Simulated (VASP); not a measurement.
# LiSi16 (a cell with a defect) in VASP: further runs

LiSi16 (a cell with a defect) is run at these levels: PBE; tasks: single point.

All numbers are computed with VASP 6.6.1; they aren't measurements. Logs are shortened: lines on timing, memory, paths and dates and some standing lists are left out, and cuts for length are marked.

**1. The cell of the first run**

The cell holds a defect, 17 atoms: a = 7.679 Å, b = 7.679 Å, c = 7.679 Å, α = 60.00°, β = 60.00°, γ = 60.00°.

**2. Single point, PBE**

Input file INCAR:

```
SYSTEM = LiSi16
PREC = Accurate ; ENCUT = 520
EDIFF = 1E-6 ; ISMEAR = 0
SIGMA = 0.02 ; LREAL = Auto
LASPH = .True. ; NELM = 100
ALGO = Normal ; ISIF = 2
LWAVE = .False. ; LCHARG = .False.
GGA = PE ; NELECT = 66.0
NBANDS = 48
```

Input file KPOINTS:

```
Automatic mesh
0
Gamma
  2 2 2
  0 0 0
```

Input file POSCAR:

```
LiSi16
1.0
    0.0000000000      5.4300000000      5.4300000000
    5.4300000000      0.0000000000      5.4300000000
    5.4300000000      5.4300000000      0.0000000000
Si Li
16 1
Direct
   -0.0009991713     -0.0008566298     -0.0107402394
    0.1237496317      0.1238982505      0.1187897790
   -0.0009342541     -0.0007790055      0.4983009208
    0.1217166667      0.1218533149      0.6210348987
   -0.0057124309      0.4977860958     -0.0031140884
    0.1236576427      0.6199965009      0.1191318600
   -0.0010075506      0.4900828729      0.4982928177
    0.1237273481      0.6196943831      0.6229989871
    0.4976378453     -0.0055674954     -0.0031098527
    0.6198589319      0.1237902394      0.1191405157
    0.4899443831     -0.0008642726      0.4982935543
    0.6195414365      0.1238790055      0.6230020258
    0.4975399632      0.4976764273     -0.0031241252
    0.6217616943      0.6219069982      0.1210517495
    0.4976097606      0.4977618785      0.4935764273
    0.6198046041      0.6199506446      0.6230068140
    0.8718746777      0.8720465009      0.3710155617
```

Potentials or basis: VASP PAW PBE potentials, release 64 (Si, Li_sv).

The run is started by

```
$ cat potpaw_PBE.64/Si/POTCAR potpaw_PBE.64/Li_sv/POTCAR > POTCAR
$ mpirun -np 1 vasp_std > vasp.out
```

OUTCAR:

```text
SYSTEM = LiSi16
   PREC = Accurate
   ENCUT = 520
   EDIFF = 1E-6
   ISMEAR = 0
   LREAL = Auto
   LASPH = .True.
   NELM = 100
   ISIF = 2
   GGA = PE
   NELECT = 66.0

 ion  position               nearest neighbor table
   1  0.999  0.999  0.989-   4 2.31   2 2.38  10 2.38   6 2.38  17 2.39
   2  0.124  0.124  0.119-   5 2.34   9 2.34   1 2.38   3 2.38  17 2.74
   3  0.999  0.999  0.498-   4 2.31   2 2.38  12 2.38   8 2.38  17 2.39
   4  0.122  0.122  0.621-   3 2.31   1 2.31  11 2.31   7 2.31
   5  0.994  0.498  0.997-  14 2.34   6 2.34   8 2.34   2 2.34
   6  0.124  0.620  0.119-   5 2.34  13 2.34   1 2.38   7 2.38  17 2.74
   7  0.999  0.490  0.498-   4 2.31   8 2.38   6 2.38  16 2.38  17 2.39
   8  0.124  0.620  0.623-  15 2.34   5 2.34   7 2.38   3 2.38  17 2.74
   9  0.498  0.994  0.997-  14 2.34  10 2.34  12 2.34   2 2.34
  10  0.620  0.124  0.119-   9 2.34  13 2.34   1 2.38  11 2.38  17 2.74
  11  0.490  0.999  0.498-   4 2.31  12 2.38  10 2.38  16 2.38  17 2.39
  12  0.620  0.124  0.623-  15 2.34   9 2.34  11 2.38   3 2.38  17 2.74
  13  0.498  0.498  0.997-  14 2.34  16 2.34   6 2.34  10 2.34
  14  0.622  0.622  0.121-  15 2.34   9 2.34   5 2.34  13 2.34
  15  0.498  0.498  0.494-  14 2.34  16 2.34   8 2.34  12 2.34
  16  0.620  0.620  0.623-  15 2.34  13 2.34  11 2.38   7 2.38  17 2.74
  17  0.872  0.872  0.371-   3 2.39   1 2.39  11 2.39   7 2.39   2 2.74  12 2.74   8 2.74  10 2.74
                             6 2.74  16 2.74

  LATTYP: Found a face centered cubic cell.
 ALAT       =    10.8600000000

  Lattice vectors:

 A1 = (   0.0000000000,   5.4300000000,   5.4300000000)
 A2 = (   5.4300000000,   0.0000000000,   5.4300000000)
 A3 = (   5.4300000000,   5.4300000000,   0.0000000000)

Analysis of symmetry for initial positions (statically):
=====================================================================
 Subroutine PRICEL returns:
 Original cell was already a primitive cell.

 Routine SETGRP: Setting up the symmetry group for a
 face centered cubic supercell.

 Subroutine GETGRP returns: Found  1 space group operations
 (whereof  1 operations were pure point group operations)
 out of a pool of 48 trial point group operations.

The static configuration has the point symmetry C_1 .

Analysis of symmetry for dynamics (positions and initial velocities):
=====================================================================
 Subroutine PRICEL returns:
 Original cell was already a primitive cell.

 Routine SETGRP: Setting up the symmetry group for a
 face centered cubic supercell.

 Subroutine GETGRP returns: Found  1 space group operations
 (whereof  1 operations were pure point group operations)
 out of a pool of 48 trial point group operations.

The dynamic configuration has the point symmetry C_1 .

 Subroutine INISYM returns: Found  1 space group operations
 (whereof  1 operations are pure point group operations),
 and found     1 'primitive' translations

----------------------------------------------------------------------------------------

                                     Primitive cell

  volume of cell :     320.2060

  direct lattice vectors                    reciprocal lattice vectors
     0.000000000  5.430000000  5.430000000    -0.092081031  0.092081031  0.092081031
     5.430000000  0.000000000  5.430000000     0.092081031 -0.092081031  0.092081031
     5.430000000  5.430000000  0.000000000     0.092081031  0.092081031 -0.092081031

  length of vectors
     7.679179644  7.679179644  7.679179644     0.159489025  0.159489025  0.159489025

  position of ions in fractional coordinates (direct lattice)
     0.999000829  0.999143370  0.989259761
     0.123749632  0.123898250  0.118789779
     0.999065746  0.999220994  0.498300921
     0.121716667  0.121853315  0.621034899
     0.994287569  0.497786096  0.996885912
     0.123657643  0.619996501  0.119131860
[... 9 lines left out ...]
     0.619804604  0.619950645  0.623006814
     0.871874678  0.872046501  0.371015562

  ion indices of the primitive-cell ions
   primitive index   ion index
                 1           1
                 2           2
                 3           3
                 4           4
                 5           5
                 6           6
[... 9 lines left out ...]
                16          16
                17          17

----------------------------------------------------------------------------------------

 KPOINTS: Automatic mesh

Automatic generation of k-mesh.
 Grid dimensions read from file:
 generate k-points for:    2    2    2

 Generating k-lattice:

  Cartesian coordinates                     Fractional coordinates (reciprocal lattice)
    -0.046040516  0.046040516  0.046040516     0.500000000  0.000000000  0.000000000
     0.046040516 -0.046040516  0.046040516     0.000000000  0.500000000  0.000000000
     0.046040516  0.046040516 -0.046040516     0.000000000  0.000000000  0.500000000

  Length of vectors
     0.079744512  0.079744512  0.079744512

  Shift w.r.t. Gamma in fractional coordinates (k-lattice)
     0.000000000  0.000000000  0.000000000

 Subroutine IBZKPT returns following result:
 ===========================================

 Found      8 irreducible k-points:

 Following reciprocal coordinates:
            Coordinates               Weight
  0.000000  0.000000  0.000000      1.000000
  0.500000  0.000000  0.000000      1.000000
  0.000000  0.500000  0.000000      1.000000
  0.000000  0.000000  0.500000      1.000000
  0.500000  0.500000  0.500000      1.000000
  0.500000  0.500000  0.000000      1.000000
  0.000000  0.500000  0.500000      1.000000
  0.500000  0.000000  0.500000      1.000000
   k-points           NKPTS =      8   k-points in BZ     NKDIM =      8   number of bands    NBANDS=     48
   number of dos      NEDOS =    301   number of ions     NIONS =     17
   total plane-waves  NPLWV = 216000
   dimension x,y,z NGX =    60 NGY =   60 NGZ =   60
   dimension x,y,z NGXF=   120 NGYF=  120 NGZF=  120
   ions per type =              16   1
   NGX,Y,Z   is equivalent  to a cutoff of  12.99, 12.99, 12.99 a.u.
   NGXF,Y,Z  is equivalent  to a cutoff of  25.98, 25.98, 25.98 a.u.
 SYSTEM =  LiSi16
   PREC   = accura    normal or accurate (medium, high low for compatibility)
   ISTART =      0    job   : 0-new  1-cont  2-samecut
   ICHARG =      2    charge: 1-file 2-atom 10-const
   ISPIN  =      1    spin polarized calculation?
   LNONCOLLINEAR =      F non collinear calculations
   LSORBIT =      F    spin-orbit coupling
   LASPH  =      T    aspherical Exc in radial PAW
   ENCUT  =  520.0 eV  38.22 Ry    6.18 a.u.  14.28 14.28 14.28*2*pi/ulx,y,z
   NELM   =    100;   NELMIN=  2; NELMDL= -5     # of ELM steps
   EDIFF  = 0.1E-05   stopping-criterion for ELM
   LREAL  =      T    real-space projection
   EDIFFG = 0.1E-04   stopping-criterion for IOM
   NSW    =      0    number of steps for IOM
   IBRION =     -1    ionic relax: 0-MD 1-quasi-New 2-CG
   NFREE  =      0    steps in history (QN), initial steepest desc. (CG)
   ISIF   =      2    stress and relaxation
   ISYM   =      2    0-nonsym 1-usesym 2-fastsym
   POTIM  = 0.5000    time-step for ionic-motion
   TEBEG  =    0.0;   TEEND  =   0.0 temperature during run
   PSTRESS=    0.0 pullay stress
   NELECT =      66.0000    total number of electrons
   NUPDOWN=      -1.0000    fix difference up-down
   EMIN   =  10.00;   EMAX   =-10.00  energy-range for DOS
   EFERMI =   0.00;   METHOD = LEGACY
   ISMEAR =     0;   SIGMA  =   0.02  broadening in eV -4-tet -1-fermi 0-gaus
   EFERMI_NEDOS =   21; number of points for ismear=-14 and -15
   IALGO  =     38    algorithm
   IMIX   =      4    mixing-type and parameters
     AMIX     =   0.40;   BMIX     =  1.00
     AMIX_MAG =   1.60;   BMIX_MAG =  1.00
  volume/ion in A,a.u.               =      18.84       127.11
  Fermi-wavevector in a.u.,A,eV,Ry     =   0.967044  1.827449 12.723821  0.935174
  Thomas-Fermi vector in A             =   2.096897
   LORBIT       =      0    0 simple, 1 ext, 2 COOP (PROOUT), +10 PAW based schemes
   GGA     = PE    functional components
   LHFCALC =     F    Hartree Fock is set to
   AEXX    =    0.0000 exact exchange contribution
   IVDW    =     0    specifies the selected vdW correction
   LEPSILON=     F    determine dielectric tensor
   LRPA    =     F    only Hartree local field effects (RPA)
 non-spin polarized calculation
 Gauss-broadening in eV      SIGMA  =   0.02
  energy-cutoff  :      520.00
  volume of cell :      320.21
 maximum number of plane-waves:      8646
 NGX is ok and might be reduce to    60
   NGX = 29   NGY = 29   NGZ = 29

 number of electron      66.0000000 magnetization

 Free energy of the ion-electron system (eV)
  ---------------------------------------------------
  ext. energy  EPLUGINS =         0.00000000
  ---------------------------------------------------
  free energy    TOTEN  =       -93.51447914 eV

  energy without entropy =      -93.51447914  energy(sigma->0) =      -93.51447914

 E-fermi :   6.2572     XC(G=0):  -9.4409

 val. band max:        6.0426545404   @ k =   0.0000   0.0000   0.0000
 cond. band min:       6.6809684612   @ k =   0.0000   0.0000   0.0000
 fundamental gap:      0.6383139209
 Fermi energy:         6.2571836821

 k-point     1 :       0.0000    0.0000    0.0000
  band No.  band energies     occupation
      1     -40.3800      2.00000
      2      -5.9236      2.00000
      3      -3.6715      2.00000
      4      -3.6137      2.00000
      5      -3.6133      2.00000
      6      -3.6090      2.00000
[... 37 lines left out ...]
     44       8.3480      0.00000
     45       8.3483      0.00000

 k-point     2 :       0.5000    0.0000    0.0000
  band No.  band energies     occupation
      1     -40.3800      2.00000
      2      -5.1965      2.00000
      3      -5.0694      2.00000
      4      -3.3546      2.00000
      5      -3.3162      2.00000
      6      -3.3100      2.00000
[... 37 lines left out ...]
     44       9.6203      0.00000
     45       9.6210      0.00000

 k-point     3 :       0.0000    0.5000    0.0000
  band No.  band energies     occupation
      1     -40.3800      2.00000
      2      -5.1966      2.00000
      3      -5.0693      2.00000
      4      -3.3545      2.00000
      5      -3.3163      2.00000
      6      -3.3101      2.00000
[... 37 lines left out ...]
     44       9.6203      0.00000
     45       9.6211      0.00000

 k-point     4 :       0.0000    0.0000    0.5000
  band No.  band energies     occupation
      1     -40.3800      2.00000
      2      -5.1961      2.00000
      3      -5.0698      2.00000
      4      -3.3549      2.00000
      5      -3.3159      2.00000
      6      -3.3099      2.00000
[... 37 lines left out ...]
     44       9.6200      0.00000
     45       9.6207      0.00000

 k-point     5 :       0.5000    0.5000    0.5000
  band No.  band energies     occupation
      1     -40.3800      2.00000
      2      -5.1987      2.00000
      3      -5.0663      2.00000
      4      -3.3535      2.00000
      5      -3.3159      2.00000
      6      -3.3154      2.00000
[... 37 lines left out ...]
     44       9.6231      0.00000
     45       9.6233      0.00000

 k-point     6 :       0.5000    0.5000    0.0000
  band No.  band energies     occupation
      1     -40.3800      2.00000
      2      -4.9064      2.00000
      3      -4.8163      2.00000
      4      -3.9260      2.00000
      5      -3.8968      2.00000
      6      -3.8950      2.00000
[... 37 lines left out ...]
     44      10.3333      0.00000
     45      10.4007      0.00000

 k-point     7 :       0.0000    0.5000    0.5000
  band No.  band energies     occupation
      1     -40.3800      2.00000
      2      -4.9065      2.00000
      3      -4.8162      2.00000
      4      -3.9260      2.00000
      5      -3.8969      2.00000
      6      -3.8947      2.00000
[... 37 lines left out ...]
     44      10.3333      0.00000
     45      10.4010      0.00000

 k-point     8 :       0.5000    0.0000    0.5000
  band No.  band energies     occupation
      1     -40.3800      2.00000
      2      -4.9065      2.00000
      3      -4.8162      2.00000
      4      -3.9260      2.00000
      5      -3.8970      2.00000
      6      -3.8946      2.00000
[... 37 lines left out ...]
     44      10.3333      0.00000
     45      10.4007      0.00000
 [bands above 45 left out]

------------------------ aborting loop because EDIFF is reached ----------------------------------------

  FORCE on cell =-STRESS in cart. coord.  units (eV):
  Direction    XX          YY          ZZ          XY          YZ          ZX
  --------------------------------------------------------------------------------------
  -------------------------------------------------------------------------------------
  Total       -1.1535241     -1.1536990     -1.1560422      0.0269629      0.0240267      0.0229689
  in kB       -5.7717533     -5.7726286     -5.7843531      0.1349109      0.1202197      0.1149267
  external PRESSURE =      -5.7762450 kB  Pullay stress =       0.0000000 kB

 VOLUME and BASIS-vectors are now :
 -----------------------------------------------------------------------------
  energy-cutoff  :      520.00
  volume of cell :      320.21
      direct lattice vectors                 reciprocal lattice vectors
     0.000000000  5.430000000  5.430000000    -0.092081031  0.092081031  0.092081031
     5.430000000  0.000000000  5.430000000     0.092081031 -0.092081031  0.092081031
     5.430000000  5.430000000  0.000000000     0.092081031  0.092081031 -0.092081031

 POSITION                                       TOTAL-FORCE (eV/Angst)
 -----------------------------------------------------------------------------------
     10.79703     10.79625     10.84992        -0.011727     -0.010639      0.008377
      1.31780      1.31699      1.34473         0.018404      0.018567      0.003064
      8.13154      8.13070     10.85070        -0.010049     -0.009815     -0.011686
      4.03388      4.03314      1.32259         0.004741      0.004326      0.005341
      8.11607     10.81207      8.10196        -0.008504     -0.002479     -0.002770
      4.01347      1.31835      4.03804        -0.009207      0.001897      0.000196
[... 9 lines left out ...]
      6.74926      6.74847      6.73187         0.001170      0.000890     -0.006225
      6.74983      6.74889      9.46949         0.002187      0.002996     -0.002160
 -----------------------------------------------------------------------------------
    total drift:                               -0.002546     -0.002722     -0.002105

  FREE ENERGIE OF THE ION-ELECTRON SYSTEM (eV)
  ---------------------------------------------------
  free  energy   TOTEN  =       -93.5144791356 eV

  energy  without entropy=      -93.5144791356  energy(sigma->0) =      -93.51447914
```

Wall time 3.9 min (1 thread of Intel Xeon Platinum 8259CL at 2.50GHz (Skylake/Cascade Lake), shared host); peak memory 0.47 GiB.

What came out:

```
Free energy   : -93.5145 eV
Largest force : 0.026 eV/Å
```

Forces on the atoms (eV/Å):
```
Si  -0.012 -0.011  0.008
Si   0.018  0.019  0.003
Si  -0.010 -0.010 -0.012
Si   0.005  0.004  0.005
Si  -0.009 -0.002 -0.003
Si  -0.009  0.002  0.000
Si  -0.006  0.004 -0.009
Si   0.017  0.001  0.018
Si  -0.003 -0.008 -0.003
Si   0.001 -0.010  0.000
Si   0.005 -0.007 -0.009
Si   0.001  0.017  0.019
Si   0.002  0.002  0.003
Si  -0.003 -0.002 -0.003
Si  -0.002 -0.002 -0.010
Si   0.001  0.001 -0.006
Li   0.002  0.003 -0.002
```

Levels at points of the mesh, in eV from the Fermi level:
```csv
k point,band 29,band 30,band 31,band 32,band 33,band 34,band 35,band 36,band 37,band 38
"(0.00, 0.00, 0.00)",-1.34,-1.34,-0.22,-0.21,-0.21,0.42,0.43,0.43,0.50,0.50
"(0.50, 0.00, 0.00)",-2.32,-1.04,-1.03,-0.94,-0.94,0.98,1.18,1.18,1.38,1.38
"(0.00, 0.50, 0.00)",-2.32,-1.04,-1.03,-0.94,-0.94,0.98,1.18,1.18,1.38,1.38
"(0.00, 0.00, 0.50)",-2.32,-1.04,-1.03,-0.94,-0.94,0.98,1.18,1.18,1.38,1.38
"(0.50, 0.50, 0.50)",-2.32,-1.03,-1.03,-0.94,-0.94,0.98,1.18,1.18,1.38,1.38
"(0.50, 0.50, 0.00)",-2.12,-1.58,-1.58,-1.53,-1.49,0.85,0.92,1.98,2.09,2.10
"(0.00, 0.50, 0.50)",-2.12,-1.58,-1.58,-1.53,-1.49,0.85,0.92,1.98,2.09,2.10
"(0.50, 0.00, 0.50)",-2.12,-1.58,-1.58,-1.53,-1.49,0.85,0.92,1.98,2.09,2.10
```

Caveat: the k points lie up to 0.50 Å⁻¹ apart; the cell carries a net charge on a neutralising background, which shifts energy and pressure; the cell is charged against a uniform background, so pressure and absolute levels hang on convention; the cutoff is under 1.25 times the usual one of these potentials, so pressure, stress and relaxed cells hold a basis-set (Pulay) error.

(Continued in part 2 of 2.)
